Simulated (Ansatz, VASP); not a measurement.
# Au in VASP and in Ansatz

```
Au
1.0
     0.00000    2.04988    2.04988
     2.04988    0.00000    2.04988
     2.04988    2.04988    0.00000
Au
1
Direct
  0.00000 0.00000 0.00000
```

Alike in both runs: functional PBE; dispersion D3(BJ); k mesh 13 × 13 × 13; no spin polarisation.

Ansatz relaxed the structure, and its values are those at the end. VASP's run is a single point on that final structure, the one shown.

```csv
,VASP,Ansatz
version,VASP 6.6.1,Ansatz 0.2.0
potentials or method,"VASP PAW PBE potentials, release 64 (Au)","plane waves, PAW"
plane-wave cutoff (eV),500,420
occupations,"methfessel-paxton of order 1, width 0.15 eV","cold, width 0.15 eV"
valence electrons in the cell,11,19
```

VASP gave:

| Item | Value |
| --- | --- |
| pressure (GPa) | -0.3 |

Question: Estimate Ansatz's values.

Answer: Pressure (GPa): 0.0.

VASP's potentials hold 11 valence electrons a cell and Ansatz's 19, so a difference there can come from the potentials and not from the codes.

Spin-orbit coupling is off throughout.
